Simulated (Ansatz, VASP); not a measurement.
**One calculation of CS2, two programs**

```
CELL_PARAMETERS angstrom
3.64579 -2.99431 0.00000
3.64579 2.99431 0.00000
0.00000 0.00000 9.85126
ATOMIC_POSITIONS crystal
S 0.18152 0.81848 0.88687
S 0.31848 0.68152 0.38687
S 0.68152 0.31848 0.61313
S 0.81848 0.18152 0.11313
C 0.50000 0.50000 0.50000
C 0.00000 0.00000 0.00000
```

Alike in both runs: functional r2SCAN; k mesh 6 × 6 × 4; no spin polarisation.

|  | VASP | Ansatz |
| --- | --- | --- |
| version | VASP 6.6.1 | Ansatz 0.2.0 |
| potentials or method | VASP PAW PBE potentials, release 64 (S, C) | Ansatz PAW |
| plane-wave cutoff (eV) | 520 | 500 |
| occupations | gaussian, width 0.01 eV | fixed |
| valence electrons in the cell | 32 | 32 |
| task | single point | band structure |

```tsv
	VASP	Ansatz	Ansatz less VASP
gap on the k mesh at the Fermi level (eV)	3.76	3.75	-0.010
least direct gap on the mesh (eV)	3.76	3.75	-0.010
pressure (GPa)	-1.0	-0.7	+0.35
traceless stress, the component that is largest in VASP (GPa)	0.60	0.28	-0.319
rms of the force components (eV/Å)	0.194	0.098	-0.0956
```

VASP's potentials were made for PBE, not for r2SCAN. Atom by atom the forces differ by 0.096 eV/Å (rms over components).
